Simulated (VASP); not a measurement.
# PbS (Cmcm) in VASP: a series of runs, part 2 of 2

VASP 6.6.1.

**3. Single point, PBEsol**

This run uses another cell than the first one, of 26.66 Å³/atom.

Input file INCAR:

```
  PREC = Accurate
  ENCUT = 520
  EDIFF = 1E-6
  ISMEAR = 0
  SIGMA = 0.01
  LREAL = False
  LASPH = True
  NELM = 80
  ALGO = Normal
  ISIF = 2
  LWAVE = False
  LCHARG = False
  GGA = PS
  NBANDS = 28
```

Input file KPOINTS:

```
regular mesh
0
Gamma
  6 6 6
```

Input file POSCAR:

```
PbS
1.0
    2.0799530000     -5.9912970000      0.0000000000
    2.0799530000      5.9912970000      0.0000000000
    0.0000000000      0.0000000000      4.2793210000
Pb S
2 2
Direct
    0.8694370000      0.1305630000      0.7500000000
    0.1305630000      0.8694370000      0.2500000000
    0.6452030000      0.3547970000      0.7500000000
    0.3547970000      0.6452030000      0.2500000000
```

Potentials or basis: VASP PAW PBE potentials, release 64 (Pb_d, S).

Command:

```sh
$ cat potpaw_PBE.64/Pb_d/POTCAR potpaw_PBE.64/S/POTCAR > POTCAR
$ mpirun -np 1 vasp_std > vasp.out
```

OUTCAR:

```text
PREC = Accurate
   ENCUT = 520
   EDIFF = 1E-6
   ISMEAR = 0
   LREAL = False
   LASPH = True
   NELM = 80
   ISIF = 2
   GGA = PS

 ion  position               nearest neighbor table
   1  0.869  0.131  0.750-   3 2.69   4 2.99   4 2.99   4 2.99   4 2.99   2 3.79   2 3.79   2 4.13
                             2 4.13   2 4.13   2 4.13
   2  0.131  0.869  0.250-   4 2.69   3 2.99   3 2.99   3 2.99   3 2.99   1 3.79   1 3.79   1 4.13
                             1 4.13   1 4.13   1 4.13
   3  0.645  0.355  0.750-   1 2.69   2 2.99   2 2.99   2 2.99   2 2.99
   4  0.355  0.645  0.250-   2 2.69   1 2.99   1 2.99   1 2.99   1 2.99

  LATTYP: Found a base centered orthorhombic cell.
 ALAT       =     4.1599060000
 B/A-ratio  =     2.8804963381
 C/A-ratio  =     1.0287061775

  Lattice vectors:

 A1 = (   2.0799530000,  -5.9912970000,   0.0000000000)
 A2 = (   2.0799530000,   5.9912970000,   0.0000000000)
 A3 = (   0.0000000000,   0.0000000000,   4.2793210000)

Analysis of symmetry for initial positions (statically):
=====================================================================
 Subroutine PRICEL returns:
 Original cell was already a primitive cell.

 Routine SETGRP: Setting up the symmetry group for a
 base centered orthorhombic supercell.

 Subroutine GETGRP returns: Found  8 space group operations
 (whereof  4 operations were pure point group operations)
 out of a pool of  8 trial point group operations.

The static configuration has the point symmetry C_2h.
 The point group associated with its full space group is D_2h.

Analysis of symmetry for dynamics (positions and initial velocities):
=====================================================================
 Subroutine PRICEL returns:
 Original cell was already a primitive cell.

 Routine SETGRP: Setting up the symmetry group for a
 base centered orthorhombic supercell.

 Subroutine GETGRP returns: Found  8 space group operations
 (whereof  4 operations were pure point group operations)
 out of a pool of  8 trial point group operations.

The dynamic configuration has the point symmetry C_2h.
 The point group associated with its full space group is D_2h.

 Subroutine INISYM returns: Found  8 space group operations
 (whereof  4 operations are pure point group operations),
 and found     1 'primitive' translations

----------------------------------------------------------------------------------------

                                     Primitive cell

  volume of cell :     106.6545

  direct lattice vectors                    reciprocal lattice vectors
     2.079953000 -5.991297000  0.000000000     0.240390047 -0.083454384  0.000000000
     2.079953000  5.991297000  0.000000000     0.240390047  0.083454384  0.000000000
     0.000000000  0.000000000  4.279321000     0.000000000  0.000000000  0.233681932

  length of vectors
     6.342069396  6.342069396  4.279321000     0.254464161  0.254464161  0.233681932

  position of ions in fractional coordinates (direct lattice)
     0.869437000  0.130563000  0.750000000
     0.130563000  0.869437000  0.250000000
     0.645203000  0.354797000  0.750000000
     0.354797000  0.645203000  0.250000000

[... 29 lines left out ...]
 ===========================================

 Found     52 irreducible k-points:

 Following reciprocal coordinates:
            Coordinates               Weight
  0.000000  0.000000  0.000000      1.000000
  0.166667  0.000000  0.000000      4.000000
  0.333333  0.000000  0.000000      4.000000
  0.500000  0.000000  0.000000      2.000000
  0.166667  0.166667  0.000000      2.000000
  0.333333  0.166667  0.000000      4.000000
[... 16 lines left out ...]
  0.333333  0.333333  0.166667      4.000000
  0.500000  0.333333  0.166667      8.000000
 [... further k-points ...]
   k-points           NKPTS =     52   k-points in BZ     NKDIM =     52   number of bands    NBANDS=     28
   number of dos      NEDOS =    301   number of ions     NIONS =      4
   total plane-waves  NPLWV =  73728
   dimension x,y,z NGX =    48 NGY =   48 NGZ =   32
   dimension x,y,z NGXF=    96 NGYF=   96 NGZF=   64
   ions per type =               2   2
   NGX,Y,Z   is equivalent  to a cutoff of  12.58, 12.58, 12.43 a.u.
   NGXF,Y,Z  is equivalent  to a cutoff of  25.16, 25.16, 24.86 a.u.
 SYSTEM =  unknown system
   PREC   = accura    normal or accurate (medium, high low for compatibility)
   ISTART =      0    job   : 0-new  1-cont  2-samecut
   ICHARG =      2    charge: 1-file 2-atom 10-const
   ISPIN  =      1    spin polarized calculation?
   LNONCOLLINEAR =      F non collinear calculations
   LSORBIT =      F    spin-orbit coupling
   LASPH  =      T    aspherical Exc in radial PAW
   ENCUT  =  520.0 eV  38.22 Ry    6.18 a.u.  11.79 11.79  7.96*2*pi/ulx,y,z
   NELM   =     80;   NELMIN=  2; NELMDL= -5     # of ELM steps
   EDIFF  = 0.1E-05   stopping-criterion for ELM
   LREAL  =      F    real-space projection
   EDIFFG = 0.1E-04   stopping-criterion for IOM
   NSW    =      0    number of steps for IOM
   IBRION =     -1    ionic relax: 0-MD 1-quasi-New 2-CG
   NFREE  =      0    steps in history (QN), initial steepest desc. (CG)
   ISIF   =      2    stress and relaxation
   ISYM   =      2    0-nonsym 1-usesym 2-fastsym
   POTIM  = 0.5000    time-step for ionic-motion
   TEBEG  =    0.0;   TEEND  =   0.0 temperature during run
   PSTRESS=    0.0 pullay stress
   NELECT =      40.0000    total number of electrons
   NUPDOWN=      -1.0000    fix difference up-down
   EMIN   =  10.00;   EMAX   =-10.00  energy-range for DOS
   EFERMI =   0.00;   METHOD = LEGACY
   ISMEAR =     0;   SIGMA  =   0.01  broadening in eV -4-tet -1-fermi 0-gaus
   EFERMI_NEDOS =   21; number of points for ismear=-14 and -15
   IALGO  =     38    algorithm
   IMIX   =      4    mixing-type and parameters
     AMIX     =   0.40;   BMIX     =  1.00
     AMIX_MAG =   1.60;   BMIX_MAG =  1.00
  volume/ion in A,a.u.               =      26.66       179.94
  Fermi-wavevector in a.u.,A,eV,Ry     =   1.180597  2.231005 18.963933  1.393810
  Thomas-Fermi vector in A             =   2.316887
   LORBIT       =      0    0 simple, 1 ext, 2 COOP (PROOUT), +10 PAW based schemes
   GGA     = PS    functional components
   LHFCALC =     F    Hartree Fock is set to
   AEXX    =    0.0000 exact exchange contribution
   IVDW    =     0    specifies the selected vdW correction
   LEPSILON=     F    determine dielectric tensor
   LRPA    =     F    only Hartree local field effects (RPA)
 non-spin polarized calculation
 Gauss-broadening in eV      SIGMA  =   0.01
  energy-cutoff  :      520.00
  volume of cell :      106.65
 maximum number of plane-waves:      2904
   NGX = 23   NGY = 23   NGZ = 15

 number of electron      40.0000007 magnetization

 Free energy of the ion-electron system (eV)
  ---------------------------------------------------
  ext. energy  EPLUGINS =         0.00000000
  ---------------------------------------------------
  free energy    TOTEN  =       -18.74817413 eV

  energy without entropy =      -18.74817413  energy(sigma->0) =      -18.74817413

 E-fermi :   4.8715     XC(G=0):  -9.7807

 val. band max:        4.7587652374   @ k =   0.5000   0.5000   0.3333
 cond. band min:       5.8905935998   @ k =   0.5000   0.5000   0.0000
 fundamental gap:      1.1318283624
 Fermi energy:         4.8715160391

 k-point     1 :       0.0000    0.0000    0.0000
  band No.  band energies     occupation
      1     -11.5247      2.00000
      2     -11.4227      2.00000
      3     -11.4134      2.00000
      4     -11.4112      2.00000
      5     -11.3764      2.00000
      6     -11.3725      2.00000
[... 733 lines left out ...]
     27      11.9334      0.00000
     28      12.4776      0.00000

 [... further k-points ...]

------------------------ aborting loop because EDIFF is reached ----------------------------------------

  FORCE on cell =-STRESS in cart. coord.  units (eV):
  Direction    XX          YY          ZZ          XY          YZ          ZX
  --------------------------------------------------------------------------------------
  -------------------------------------------------------------------------------------
  Total       -1.3524215     -1.0219278     -1.4553989      0.0000000      0.0000000      0.0000000
  in kB      -20.3162439    -15.3515268    -21.8631837      0.0000000      0.0000000      0.0000000
  external PRESSURE =     -19.1769848 kB  Pullay stress =       0.0000000 kB

 VOLUME and BASIS-vectors are now :
 -----------------------------------------------------------------------------
  energy-cutoff  :      520.00
  volume of cell :      106.65
      direct lattice vectors                 reciprocal lattice vectors
     2.079953000 -5.991297000  0.000000000     0.240390047 -0.083454384  0.000000000
     2.079953000  5.991297000  0.000000000     0.240390047  0.083454384  0.000000000
     0.000000000  0.000000000  4.279321000     0.000000000  0.000000000  0.233681932

 POSITION                                       TOTAL-FORCE (eV/Angst)
 -----------------------------------------------------------------------------------
      2.07995     -4.42681      3.20949         0.000000      0.036231     -0.000000
      2.07995      4.42681      1.06983         0.000000     -0.036231     -0.000000
      2.07995     -1.73991      3.20949         0.000000      0.020968     -0.000000
      2.07995      1.73991      1.06983         0.000000     -0.020968      0.000000
 -----------------------------------------------------------------------------------
    total drift:                                0.000000     -0.000000      0.000000

  FREE ENERGIE OF THE ION-ELECTRON SYSTEM (eV)
  ---------------------------------------------------
  free  energy   TOTEN  =       -18.7481741335 eV

  energy  without entropy=      -18.7481741335  energy(sigma->0) =      -18.74817413
```

OSZICAR:

```text
N       E                     dE             d eps       ncg     rms          rms(c)
DAV:   1     0.418214360218E+03    0.41821E+03   -0.18945E+04  2912   0.153E+03
DAV:   2     0.286119013935E+02   -0.38960E+03   -0.37805E+03  2936   0.404E+02
DAV:   3    -0.173423129663E+02   -0.45954E+02   -0.44506E+02  3836   0.155E+02
DAV:   4    -0.195270778793E+02   -0.21848E+01   -0.21754E+01  3496   0.343E+01
DAV:   5    -0.196131398448E+02   -0.86062E-01   -0.86047E-01  3836   0.727E+00    0.613E+00
DAV:   6    -0.187498920217E+02    0.86325E+00   -0.21268E+00  4080   0.101E+01    0.390E+00
DAV:   7    -0.187519291176E+02   -0.20371E-02   -0.39559E-01  3380   0.271E+00    0.234E+00
DAV:   8    -0.187523010510E+02   -0.37193E-03   -0.63649E-02  4336   0.193E+00    0.608E-01
DAV:   9    -0.187479603351E+02    0.43407E-02   -0.18325E-02  4072   0.100E+00    0.992E-02
DAV:  10    -0.187481553447E+02   -0.19501E-03   -0.13206E-03  3380   0.202E-01    0.398E-02
DAV:  11    -0.187481772151E+02   -0.21870E-04   -0.84764E-05  4300   0.617E-02    0.199E-02
DAV:  12    -0.187481750265E+02    0.21886E-05   -0.14146E-05  3696   0.207E-02    0.142E-02
DAV:  13    -0.187481741335E+02    0.89299E-06   -0.16761E-06  2328   0.987E-03
   1 F= -.18748174E+02 E0= -.18748174E+02  d E =-.321558E-59
```

stdout:

```text
POSCAR found type information on POSCAR PbS
 POSCAR found :  2 types and       4 ions
 scaLAPACK will be used
 -----------------------------------------------------------------------------
|                                                                             |
|                                                                             |
|     You enforced a specific xc type in the INCAR file but a different       |
|     I HOPE YOU KNOW WHAT YOU ARE DOING!                                     |
|                                                                             |
 -----------------------------------------------------------------------------

 LDA part: xc-table for (Slater+PW92), standard interpolation
 POSCAR, INCAR and KPOINTS ok, starting setup
 FFT: planning ... GRIDC
 FFT: planning ... GRID_SOFT
 FFT: planning ... GRID
 WAVECAR not read
 entering main loop
```

Run time: 84 s. Hardware: 1 thread of AMD EPYC 9R45 (Zen 5), shared host; peak memory 0.29 GiB.

What came out:

| Quantity | Value |
| --- | --- |
| Free energy | -18.7482 eV |
| Pressure | -1.9 GPa |
| Largest force | 0.036 eV/Å |
| Band gap on the k mesh | 1.13 eV (least direct gap 1.33 eV) |

Forces on the atoms (eV/Å):
```
Pb   0.000  0.036  0.000
Pb   0.000 -0.036  0.000
S    0.000  0.021  0.000
S    0.000 -0.021  0.000
```

Caveat: the PAW data sets were made with another functional, which shifts forces and pressure a little; spin-orbit coupling is left out, which moves the levels of the heavy elements. A k mesh can miss the band edges.

**4. Single point, PBEsol**

This run uses another cell than the first one, of 27.37 Å³/atom.

Changes to INCAR since step 3:

```diff
@@ -2,3 +2,3 @@
   ENCUT = 520
-  EDIFF = 1E-6
+  EDIFF = 1E-7
   ISMEAR = 0
```

KPOINTS is that of step 3.

Input file POSCAR:

```
PbS
1.0
    2.0982795214     -6.0440864777      0.0000000000
    2.0982795214      6.0440864777      0.0000000000
    0.0000000000      0.0000000000      4.3170262115
Pb S
2 2
Direct
    0.8694370000      0.1305630000      0.7500000000
    0.1305630000      0.8694370000      0.2500000000
    0.6452030000      0.3547970000      0.7500000000
    0.3547970000      0.6452030000      0.2500000000
```

Command:

```sh
$ cat potpaw_PBE.64/Pb_d/POTCAR potpaw_PBE.64/S/POTCAR > POTCAR
$ mpirun -np 1 vasp_std > vasp.out
```

Wall time 1.8 min (1 thread of AMD EPYC 9R45 (Zen 5), shared host); peak memory 0.29 GiB.

Results (log left out):

```
Free energy            : -18.7043 eV
Pressure               : -3.1 GPa
Largest force          : 0.190 eV/Å
Band gap on the k mesh : 1.18 eV (least direct gap 1.36 eV)
```

Forces on the atoms (eV/Å):
```
Pb   0.000  0.190  0.000
Pb   0.000 -0.190  0.000
S    0.000 -0.075  0.000
S    0.000  0.075  0.000
```

Stress tensor (GPa, compression positive):
```
-3.27  0.00  0.00
 0.00 -2.74  0.00
 0.00  0.00 -3.41
```

Levels at points of the mesh, in eV from the valence-band top:
| k point | band 17 | band 18 | band 19 | band 20 | band 21 | band 22 | band 23 | band 24 |
| --- | --- | --- | --- | --- | --- | --- | --- | --- |
| (0.00, 0.00, 0.00) | -2.21 | -1.49 | -1.32 | -0.39 | 4.60 | 4.73 | 4.83 | 5.49 |
| (0.50, 0.00, 0.00) | -1.20 | -1.03 | -0.33 | -0.29 | 1.75 | 1.87 | 2.25 | 2.93 |
| (0.50, 0.50, 0.00) | -1.82 | -1.70 | -1.15 | -0.37 | 1.18 | 4.42 | 4.84 | 4.89 |
| (0.00, 0.00, 0.50) | -0.97 | -0.97 | -0.06 | -0.06 | 1.81 | 1.81 | 2.80 | 2.80 |
| (0.50, 0.00, 0.50) | -2.93 | -2.93 | -1.31 | -1.31 | 3.40 | 3.40 | 5.20 | 5.20 |
| (0.50, 0.50, 0.50) | -1.07 | -1.07 | -0.42 | -0.42 | 1.64 | 1.64 | 3.20 | 3.20 |

Caveat: the cell stands under tension; the PAW data sets were made with another functional, which shifts forces and pressure a little; spin-orbit coupling is left out, which moves the levels of the heavy elements.

**5. Summary**

| cell | gap on the mesh (eV) | pressure (GPa) | largest force (eV/Å) |
| --- | --- | --- | --- |
| a = 6.285, b = 6.285, c = 4.241 Å, angles 90.0, 90.0, 141.7°, 4 atoms | 1.07 | -0.5 | 0.13 |
| a = 6.342, b = 6.342, c = 4.279 Å, angles 90.0, 90.0, 141.7°, 4 atoms | 1.13 | -1.9 | 0.04 |
| a = 6.398, b = 6.398, c = 4.317 Å, angles 90.0, 90.0, 141.7°, 4 atoms | 1.18 | -3.1 | 0.19 |

Alike in all rows: task single point; level PBEsol; potentials or basis VASP PAW PBE potentials, release 64 (Pb_d, S); no spin polarisation; k mesh 6 × 6 × 6; cutoff (eV) 520; smearing gaussian 0.01 eV.

Caveats: the PAW data sets were made with another functional, which shifts forces and pressure a little; spin-orbit coupling is left out, which moves the levels of the heavy elements; the cell stands under tension (at least some runs).

Absolute energies hang on the potentials; compare differences alone.
